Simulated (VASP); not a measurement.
# Ir3S4 (C2/m) in VASP: single point with r2SCAN

Aim: the single point of Ir3S4 with r2SCAN.

Everything below comes from runs of VASP 6.6.1. Logs are shortened: lines on timing, memory, paths and dates and some standing lists are left out, and cuts for length are marked.

### Step 1. The cell of the first run

Symmetry: C2/m, No. 12, monoclinic system. Conventional cell: a = 12.730 Å, b = 3.496 Å, c = 6.106 Å, α = 90.00°, β = 116.78°, γ = 90.00°. Within 3.3 Å of Ir (site symmetry 2/m) lie 6 S at 2.47 to 2.51 Å and 2 Ir at 2.96 Å. Ir (site symmetry m) has 6 S at 2.41 to 2.55 Å and 3 Ir at 2.96 to 3.29 Å within 3.3 Å. Within 3.6 Å of S (site symmetry m) lie 5 Ir at 2.46 to 2.55 Å and 12 S at 3.31 to 3.59 Å. Within 3.2 Å of S (site symmetry m) lie 4 Ir at 2.41 to 2.47 Å.

### Step 2. Single point, r2SCAN

Contents of POSCAR:

```
Ir3S4
1.0
    0.0000000000      3.4962950300      0.0000000000
    6.1056727200      0.0000000000      0.0000000000
   -2.8673109900      1.7481470100     -5.6824529100
Ir S
3 4
Direct
    0.5000000000      0.5000000000      0.0000000000
    0.2400000000      0.7820000000      0.5200000000
    0.7600000000      0.2180000000      0.4800000000
    0.8660000000      0.4700000000      0.2680000000
    0.1340000000      0.5300000000      0.7320000000
    0.3790000000      0.9500000000      0.2420000000
    0.6210000000      0.0500000000      0.7580000000
```

Contents of INCAR.step1:

```
PREC = Accurate
ENCUT = 520
ISMEAR = -1
SIGMA = 0.1402
LREAL = False
LASPH = True
NELM = 80
NBANDS = 34
GGA = PE
ALGO = Normal
EDIFF = 1E-4
LWAVE = True
LCHARG = False
```

Contents of INCAR.step2:

```
PREC = Accurate
ENCUT = 520
EDIFF = 1E-6
ISMEAR = -1
SIGMA = 0.1402
LREAL = False
LASPH = True
NELM = 80
ALGO = Normal
ISIF = 2
LWAVE = False
LCHARG = False
METAGGA = R2SCAN
LMIXTAU = True
NBANDS = 34
ISTART = 1
```

Contents of KPOINTS:

```
Automatic mesh
0
Gamma
  5 4 5
```

Potentials or basis: VASP PAW PBE potentials, release 64 (Ir, S).

The run is started by

```console
> cat potpaw_PBE.64/Ir/POTCAR potpaw_PBE.64/S/POTCAR > POTCAR
> cp INCAR.step1 INCAR
> mpirun -np 1 vasp_std > vasp.out
> cp INCAR.step2 INCAR
> mpirun -np 1 vasp_std > vasp.out
```

OUTCAR:

```text
PREC = Accurate
   ENCUT = 520
   EDIFF = 1E-6
   ISMEAR = -1
   LREAL = False
   LASPH = True
   NELM = 80
   ISIF = 2
   METAGGA = R2SCAN
   ISTART = 1

 ion  position               nearest neighbor table
   1  0.500  0.500  0.000-   6 2.47   7 2.47   4 2.51   5 2.51   5 2.51   4 2.51   3 2.96   2 2.96

   2  0.240  0.782  0.520-   7 2.41   7 2.41   6 2.41   5 2.46   4 2.55   4 2.55   1 2.96   3 3.29
                             3 3.29
   3  0.760  0.218  0.480-   6 2.41   6 2.41   7 2.41   4 2.46   5 2.55   5 2.55   1 2.96   2 3.29
                             2 3.29
   4  0.866  0.470  0.268-   3 2.46   1 2.51   1 2.51   2 2.55   2 2.55
   5  0.134  0.530  0.732-   2 2.46   1 2.51   1 2.51   3 2.55   3 2.55
   6  0.379  0.950  0.242-   3 2.41   3 2.41   2 2.41   1 2.47
   7  0.621  0.050  0.758-   2 2.41   2 2.41   3 2.41   1 2.47

  LATTYP: Found a base centered monoclinic cell.
 ALAT       =    12.7297672230
 B/A-ratio  =     0.2746550639
 C/A-ratio  =     0.4796374209
 COS(beta)  =    -0.4504891472

  Lattice vectors:

 A1 = (  -2.8673109900,  -1.7481480200,  -5.6824529100)
 A2 = (  -2.8673109900,   1.7481470100,  -5.6824529100)
 A3 = (   6.1056727200,   0.0000000000,   0.0000000000)

Analysis of symmetry for initial positions (statically):
=====================================================================
 Subroutine PRICEL returns:
 Original cell was already a primitive cell.

 Routine SETGRP: Setting up the symmetry group for a
 base centered monoclinic supercell.

 Subroutine GETGRP returns: Found  4 space group operations
 (whereof  4 operations were pure point group operations)
 out of a pool of  4 trial point group operations.

The static configuration has the point symmetry C_2h.

Analysis of symmetry for dynamics (positions and initial velocities):
=====================================================================
 Subroutine PRICEL returns:
 Original cell was already a primitive cell.

 Routine SETGRP: Setting up the symmetry group for a
 base centered monoclinic supercell.

 Subroutine GETGRP returns: Found  4 space group operations
 (whereof  4 operations were pure point group operations)
 out of a pool of  4 trial point group operations.

The dynamic configuration has the point symmetry C_2h.

 Subroutine INISYM returns: Found  4 space group operations
 (whereof  4 operations are pure point group operations),
 and found     1 'primitive' translations

----------------------------------------------------------------------------------------

                                     Primitive cell

  volume of cell :     121.3046

  direct lattice vectors                    reciprocal lattice vectors
     0.000000000  3.496295030  0.000000000     0.000000000  0.286017053  0.087990145
     6.105672720  0.000000000  0.000000000     0.163782116  0.000000000 -0.082642878
    -2.867310990  1.748147010 -5.682452910     0.000000000  0.000000000 -0.175980341

  length of vectors
     3.496295030  6.105672720  6.600587955     0.299245752  0.183451429  0.175980341

  position of ions in fractional coordinates (direct lattice)
     0.500000000  0.500000000  0.000000000
     0.240000000  0.782000000  0.520000000
     0.760000000  0.218000000  0.480000000
     0.866000000  0.470000000  0.268000000
     0.134000000  0.530000000  0.732000000
     0.379000000  0.950000000  0.242000000
     0.621000000  0.050000000  0.758000000

  ion indices of the primitive-cell ions
   primitive index   ion index
                 1           1
                 2           2
                 3           3
                 4           4
                 5           5
                 6           6
                 7           7

----------------------------------------------------------------------------------------

 KPOINTS: Automatic mesh

Automatic generation of k-mesh.
 Grid dimensions read from file:
 generate k-points for:    5    4    5

 Generating k-lattice:

  Cartesian coordinates                     Fractional coordinates (reciprocal lattice)
     0.000000000  0.057203411  0.017598029     0.200000000  0.000000000  0.000000000
     0.040945529  0.000000000 -0.020660719     0.000000000  0.250000000  0.000000000
     0.000000000  0.000000000 -0.035196068     0.000000000  0.000000000  0.200000000

  Length of vectors
     0.059849150  0.045862857  0.035196068

  Shift w.r.t. Gamma in fractional coordinates (k-lattice)
     0.000000000  0.000000000  0.000000000

 Subroutine IBZKPT returns following result:
 ===========================================

 Found     33 irreducible k-points:

 Following reciprocal coordinates:
            Coordinates               Weight
  0.000000  0.000000  0.000000      1.000000
  0.200000  0.000000  0.000000      4.000000
  0.400000  0.000000 -0.000000      4.000000
  0.000000  0.250000  0.000000      2.000000
  0.200000  0.250000  0.000000      4.000000
  0.400000  0.250000  0.000000      4.000000
[... 16 lines left out ...]
 -0.200000  0.500000  0.200000      4.000000
  0.000000 -0.250000  0.200000      2.000000
 [... further k-points ...]
   k-points           NKPTS =     33   k-points in BZ     NKDIM =     33   number of bands    NBANDS=     34
   number of dos      NEDOS =    301   number of ions     NIONS =      7
   total plane-waves  NPLWV =  67200
   dimension x,y,z NGX =    28 NGY =   48 NGZ =   50
   dimension x,y,z NGXF=    56 NGYF=   96 NGZF=  100
   ions per type =               3   4
   NGX,Y,Z   is equivalent  to a cutoff of  13.31, 13.07, 12.59 a.u.
   NGXF,Y,Z  is equivalent  to a cutoff of  26.63, 26.14, 25.19 a.u.
 SYSTEM =  unknown system
   PREC   = accura    normal or accurate (medium, high low for compatibility)
   ISTART =      1    job   : 0-new  1-cont  2-samecut
   ICHARG =      0    charge: 1-file 2-atom 10-const
   ISPIN  =      1    spin polarized calculation?
   LNONCOLLINEAR =      F non collinear calculations
   LSORBIT =      F    spin-orbit coupling
   LASPH  =      T    aspherical Exc in radial PAW
   ENCUT  =  520.0 eV  38.22 Ry    6.18 a.u.   6.50 11.35 12.27*2*pi/ulx,y,z
   NELM   =     80;   NELMIN=  2; NELMDL=  0     # of ELM steps
   EDIFF  = 0.1E-05   stopping-criterion for ELM
   LREAL  =      F    real-space projection
[... 7 lines left out ...]
   TEBEG  =    0.0;   TEEND  =   0.0 temperature during run
   PSTRESS=    0.0 pullay stress
   NELECT =      51.0000    total number of electrons
   NUPDOWN=      -1.0000    fix difference up-down
   EMIN   =  10.00;   EMAX   =-10.00  energy-range for DOS
   EFERMI =   0.00;   METHOD = LEGACY
   ISMEAR =    -1;   SIGMA  =   0.14  broadening in eV -4-tet -1-fermi 0-gaus
   EFERMI_NEDOS =   21; number of points for ismear=-14 and -15
   IALGO  =     38    algorithm
   IMIX   =      4    mixing-type and parameters
     AMIX     =   0.40;   BMIX     =  1.00
     AMIX_MAG =   1.60;   BMIX_MAG =  1.00
  volume/ion in A,a.u.               =      17.33       116.94
  Fermi-wavevector in a.u.,A,eV,Ry     =   1.226420  2.317597 20.464591  1.504105
  Thomas-Fermi vector in A             =   2.361421
   LORBIT       =      0    0 simple, 1 ext, 2 COOP (PROOUT), +10 PAW based schemes
   METAGGA = R2SCAN    functional components
   LHFCALC =     F    Hartree Fock is set to
   AEXX    =    0.0000 exact exchange contribution
   IVDW    =     0    specifies the selected vdW correction
   LEPSILON=     F    determine dielectric tensor
   LRPA    =     F    only Hartree local field effects (RPA)
 non-spin polarized calculation
  energy-cutoff  :      520.00
  volume of cell :      121.30
 maximum number of plane-waves:      3295
 NGX is ok and might be reduce to    28
   NGX = 13   NGY = 23   NGZ = 25

 number of electron      50.9999999 magnetization

 Free energy of the ion-electron system (eV)
  ---------------------------------------------------
  ext. energy  EPLUGINS =         0.00000000
  ---------------------------------------------------
  free energy    TOTEN  =      -190.31536370 eV

  energy without entropy =     -190.08497109  energy(sigma->0) =     -190.20016740

 E-fermi :   7.0423     XC(G=0): -11.9988

 val. band max:        7.0281514012   @ k =  -0.4000   0.0000   0.2000
 cond. band min:       7.0724695448   @ k =  -0.2000   0.2500   0.2000
 fundamental gap:      0.0443181437
 Fermi energy:         7.0423155642

 k-point     1 :       0.0000    0.0000    0.0000
  band No.  band energies     occupation
      1      -9.3249      2.00000
      2      -7.5415      2.00000
      3      -7.4252      2.00000
      4      -7.2422      2.00000
      5      -1.4049      2.00000
      6      -0.7774      2.00000
[... 26 lines left out ...]
     33      10.6760      0.00000
     34      11.6511      0.00000

 k-point     2 :       0.2000    0.0000    0.0000
  band No.  band energies     occupation
      1      -8.9231      2.00000
      2      -7.4260      2.00000
      3      -7.3812      2.00000
      4      -7.3304      2.00000
      5      -0.8456      2.00000
      6      -0.3566      2.00000
[... 26 lines left out ...]
     33      12.1371      0.00000
     34      12.9719      0.00000

 k-point     3 :       0.4000    0.0000   -0.0000
  band No.  band energies     occupation
      1      -8.0062      2.00000
      2      -7.4877      2.00000
      3      -7.3612      2.00000
      4      -7.2745      2.00000
      5      -0.6456      2.00000
      6       0.0535      2.00000
[... 26 lines left out ...]
     33      12.3864      0.00000
     34      13.4673      0.00000

 k-point     4 :       0.0000    0.2500    0.0000
  band No.  band energies     occupation
      1      -9.0938      2.00000
      2      -7.7591      2.00000
      3      -7.5638      2.00000
      4      -7.2992      2.00000
      5      -1.0970      2.00000
      6      -0.5215      2.00000
[... 26 lines left out ...]
     33      11.9355      0.00000
     34      12.3381      0.00000

 k-point     5 :       0.2000    0.2500    0.0000
  band No.  band energies     occupation
      1      -8.7810      2.00000
      2      -7.5769      2.00000
      3      -7.4792      2.00000
      4      -7.2988      2.00000
      5      -0.7384      2.00000
      6      -0.2037      2.00000
[... 621 lines left out ...]
 k-point    22 :      -0.4000    0.5000    0.2000
  band No.  band energies     occupation
      1      -7.7329      2.00000
      2      -7.6347      2.00000
      3      -7.4165      2.00000
      4      -7.3458      2.00000
      5      -1.0583      2.00000
      6      -0.7595      2.00000
[... 26 lines left out ...]
     33      11.5149      0.00000
     34      12.1371      0.00000

 k-point    23 :      -0.2000    0.5000    0.2000
  band No.  band energies     occupation
      1      -8.3206      2.00000
      2      -7.9542      2.00000
      3      -7.6627      2.00000
      4      -7.3557      2.00000
      5      -0.3212      2.00000
      6      -0.0539      2.00000
[... 26 lines left out ...]
     33      12.8850      0.00000
     34      13.1869      0.00000

 k-point    24 :       0.0000   -0.2500    0.2000
  band No.  band energies     occupation
      1      -9.1151      2.00000
      2      -7.7224      2.00000
      3      -7.5480      2.00000
      4      -7.3161      2.00000
      5      -1.0987      2.00000
      6      -0.4529      2.00000
[... 26 lines left out ...]
     33      11.3974      0.00000
     34      12.2758      0.00000

 [... further k-points ...]

------------------------ aborting loop because EDIFF is reached ----------------------------------------

  FORCE on cell =-STRESS in cart. coord.  units (eV):
  Direction    XX          YY          ZZ          XY          YZ          ZX
  --------------------------------------------------------------------------------------
  -------------------------------------------------------------------------------------
  Total       -5.4414484     -3.6379752     -9.5147707     -0.0000000     -0.0000008     -0.2910837
  in kB      -71.8700017    -48.0499428   -125.6699581     -0.0000003     -0.0000112     -3.8445993
  external PRESSURE =     -81.8633009 kB  Pullay stress =       0.0000000 kB

 VOLUME and BASIS-vectors are now :
 -----------------------------------------------------------------------------
  energy-cutoff  :      520.00
  volume of cell :      121.30
      direct lattice vectors                 reciprocal lattice vectors
     0.000000000  3.496295030  0.000000000     0.000000000  0.286017053  0.087990145
     6.105672720  0.000000000  0.000000000     0.163782116  0.000000000 -0.082642878
    -2.867310990  1.748147010 -5.682452910     0.000000000  0.000000000 -0.175980341

 POSITION                                       TOTAL-FORCE (eV/Angst)
 -----------------------------------------------------------------------------------
      3.05284      1.74815      0.00000        -0.000000      0.000000      0.000000
      3.28363      1.74815     -2.95488        -0.237806     -0.000000     -0.784414
     -0.04527      3.49629     -2.72758         0.237806      0.000000      0.784414
      2.10123      3.49629     -1.52290         0.450610     -0.000000     -0.045291
      1.13713      1.74815     -4.15956        -0.450610      0.000000      0.045291
      5.10650      1.74815     -1.37515        -0.083914     -0.000000     -1.205318
     -1.86814      3.49629     -4.30730         0.083914      0.000000      1.205318
 -----------------------------------------------------------------------------------
    total drift:                                0.000000      0.000000     -0.000000

  FREE ENERGIE OF THE ION-ELECTRON SYSTEM (eV)
  ---------------------------------------------------
  free  energy   TOTEN  =      -190.3153637018 eV

  energy  without entropy=     -190.0849710888  energy(sigma->0) =     -190.20016740
```

Run time: 18 min. Hardware: 1 thread of AMD EPYC 7R13, shared host; peak memory 0.31 GiB.

What came out:

| Item | Value |
| --- | --- |
| Free energy | -190.3154 eV |
| Pressure | -8.2 GPa |
| Largest force | 1.208 eV/Å |
| Band gap on the k mesh | zero (an odd number of electrons rules out a gap without spin polarisation) |

Forces in eV/Å, atoms in the order of the input:
```
Ir   0.000  0.000  0.000
Ir  -0.238  0.000 -0.784
Ir   0.238  0.000  0.784
S    0.451  0.000 -0.045
S   -0.451  0.000  0.045
S   -0.084  0.000 -1.205
S    0.084  0.000  1.205
```

Caveat: the k points lie up to 0.38 Å⁻¹ apart, too coarse for converged energies and pressures of a metal; the PAW data sets were made with another functional, which shifts forces and pressure a little; spin-orbit coupling is left out, which moves the levels of the heavy elements.

The gap in the log of VASP goes by the Fermi energy; the results here count the filled bands.